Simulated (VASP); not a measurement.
Crystal: MgCd2O3.

```
CELL_PARAMETERS angstrom
3.51574 0.00000 0.00000
-1.75787 3.04472 0.00000
0.00000 0.00000 8.61178
ATOMIC_POSITIONS crystal
Mg 0.00000 0.00000 0.50000
Cd 0.66667 0.33333 0.83333
Cd 0.33333 0.66667 0.16667
O 0.33333 0.66667 0.66667
O 0.66667 0.33333 0.33333
O 0.00000 0.00000 0.00000
```

* Program: VASP 6.6.1
* Task: relaxation of cell and atoms
* Functional: PBE
* Potentials or basis: VASP PAW PBE potentials, release 64 (Mg, Cd, O)
* Cutoff: 600 eV
* k mesh: 6 × 6 × 2
* Occupations: gaussian, width 0.1 eV
* Spin: no spin polarisation

At the start: pressure -16.5 GPa; volume 15.36 Å³/atom.

Task: Where does the relaxation end?

Result: Over 10 steps the energy falls by 243.3 meV/atom and the volume is 12.28 Å³/atom (-20.0 %); space group P-3m1 (No. 164, to 0.1 Å) before and after.

Step by step:
| step | energy change (eV) | largest force (eV/Å) | pressure (GPa) | volume (Å³) |
| --- | --- | --- | --- | --- |
| 1 | 0.0000 | 0.9967 | -16.50 | 92.18 |
| 2 | -1.1354 | 1.5978 | 5.03 | 72.65 |
| 3 | -1.1565 | 1.5236 | 1.37 | 74.48 |
| 4 | -1.3446 | 0.7655 | 1.28 | 73.80 |
| 5 | -1.4173 | 0.7311 | 1.72 | 73.04 |
| 6 | -1.4542 | 0.0904 | -1.40 | 74.50 |
| 7 | -1.4552 | 0.1015 | -1.03 | 74.30 |
| 8 | -1.4588 | 0.0878 | 0.50 | 73.44 |
| 9 | -1.4592 | 0.0473 | 0.15 | 73.65 |
| 10 | -1.4599 | 0.0208 | 0.02 | 73.70 |

Final structure:
```
Mg Cd O
1.0
     3.24199    0.00000    0.00000
    -1.62099    2.80764    0.00000
     0.00000    0.00000    8.09728
Mg Cd O
1 2 3
Direct
  0.00000 0.00000 0.50000
  0.66667 0.33333 0.82256
  0.33333 0.66667 0.17744
  0.33333 0.66667 0.64016
  0.66667 0.33333 0.35984
  0.00000 0.00000 0.00000
```

Caveat: the volume moved by over 15 % at a fixed basis, so the end points are rough.
